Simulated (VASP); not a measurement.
A run of VASP 6.6.1 is set up as follows.

INCAR

```
PREC     = Accurate       # precision mode
ENCUT    = 520            # plane-wave cutoff, eV
EDIFF    = 1E-7           # SCF threshold, eV
ISMEAR   = 0              # smearing method
SIGMA    = 0.1            # smearing width, eV
LREAL    = F              # projectors in reciprocal space
LASPH    = T              # aspherical terms in the spheres
NELM     = 60             # most SCF steps
ALGO     = Normal         # electronic algorithm
ISIF     = 2              # what is computed and relaxed
LWAVE    = F              # write WAVECAR
LCHARG   = F              # write CHGCAR
GGA      = PE             # functional
NBANDS   = 24             # bands
```

KPOINTS

```
regular mesh
0
Gamma
  6 6 4
```

POSCAR

```
P5C
1.0
    4.5426161292     -0.0000000023      0.0000000000
   -2.2713080626      3.9340209686      0.0000000000
    0.0000000000      0.0000000000      4.6746717580
P C
5 1
Direct
    0.0000000000      0.7165553915      0.0000000000
    0.7165553915      0.0000000000      0.0000000000
    0.2834446085      0.2834446085      0.0000000000
    0.6666666667      0.3333333333      0.5000000000
    0.3333333333      0.6666666667      0.5000000000
    0.0000000000      0.0000000000      0.5000000000
```

Potentials or basis: VASP PAW PBE potentials, release 64 (P, C).

The run is started by

```sh
$ cat potpaw_PBE.64/P/POTCAR potpaw_PBE.64/C/POTCAR > POTCAR
$ mpirun -np 1 vasp_std > vasp.out
```

**Question.** Predict the pressure.

**Answer.** -0.1 GPa.

**Question.** Estimate the largest force.

**Answer.** 0.089 eV/Å.

**Question.** Predict the band gap on the k mesh.

**Answer.** Zero (an odd number of electrons rules out a gap without spin polarisation).

Forces in eV/Å, atoms in the order of the input:
```
P   -0.044  0.077  0.000
P    0.089  0.000  0.000
P   -0.044 -0.077  0.000
P    0.000  0.000  0.000
P    0.000  0.000  0.000
C    0.000  0.000  0.000
```

Caveat: an odd number of electrons without spin polarisation forces a metal; a magnetic or distorted state may lie lower.
